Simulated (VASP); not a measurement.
TiO2:

```
Ti O
1.0
     4.59685    0.00000    0.00000
     0.00000    4.59685    0.00000
     0.00000    0.00000    2.89442
Ti O
2 4
Direct
  0.00000 0.00000 0.00000
  0.50000 0.50000 0.50000
  0.30371 0.30371 0.00000
  0.19629 0.80371 0.50000
  0.80371 0.19629 0.50000
  0.69629 0.69629 0.00000
```

This cell differs from its parent crystal: uniaxial z strain -2.0%.

Base run:

```yaml
Program: VASP 6.6.1
Functional: r2SCAN
Potentials_or_basis: VASP PAW PBE potentials, release 64 (Ti_sv, O)
Cutoff: 520 eV
k_mesh: 6 × 6 × 8
Occupations: gaussian, width 0.01 eV
Spin: no spin polarisation
```

Its results: band gap on the k mesh 2.28 eV, direct; pressure 7.3 GPa; largest force 0.042 eV/Å.

Task: The run is repeated on the same cell with these changes: functional from r2SCAN to PBE; occupations from gaussian, width 0.01 eV to fermi-dirac, width 0.02 eV. What comes out?

Result: Band gap on the k mesh 1.91 eV, direct; pressure 11.8 GPa; largest force 0.092 eV/Å.

Caveats: the PAW data sets were made with another functional, which shifts forces and pressure a little (some runs).

A k mesh can miss the band edges.
